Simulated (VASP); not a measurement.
Set up this calculation in VASP 6.6.1, as the native input.

```
Task                   : single point
Functional             : LDA
Potentials or basis    : VASP PAW LDA potentials, release 64 (Nb_sv)
Cutoff                 : 520 eV
k mesh                 : 11 × 11 × 11
Occupations            : fermi-dirac, width 0.05 eV
Spin                   : no spin polarisation
Dipole correction      : no
Further INCAR settings : ALGO = Normal; EDIFF = 1e-06; NBANDS = 12
```

The structure of Nb lies in POSCAR:

```
Nb
1.0
    0.0000000000      2.1290070307      2.1290070307
    2.1290070307      0.0000000000      2.1290070307
    2.1290070307      2.1290070307      0.0000000000
Nb
1
Direct
    0.0000000000      0.0000000000      0.0000000000
```

This cell differs from its parent crystal: volume scaled by 1.02.

The input as run:

INCAR

```
SYSTEM = Nb
  PREC = Accurate
  ENCUT = 520
  EDIFF = 1E-6
  ISMEAR = -1
  SIGMA = 0.05
  LREAL = .FALSE.
  LASPH = .TRUE.
  NELM = 80
  ALGO = Normal
  ISIF = 2
  LWAVE = .FALSE.
  LCHARG = .FALSE.
  GGA = CA
  NBANDS = 12
```

KPOINTS

```
regular mesh
0
G
  11 11 11
  0 0 0
```

Potentials or basis: VASP PAW LDA potentials, release 64 (Nb_sv).

Launch:

```sh
$ cat potpaw_LDA.64/Nb_sv/POTCAR > POTCAR
$ mpirun -np 1 vasp_std > vasp.out
```

It gave:

* Pressure: -13.8 GPa

Run time: 6.8 s on 1 thread of AMD EPYC 9R45 96-Core Processor (Zen 5) (shared host), peak memory 0.1 GiB.
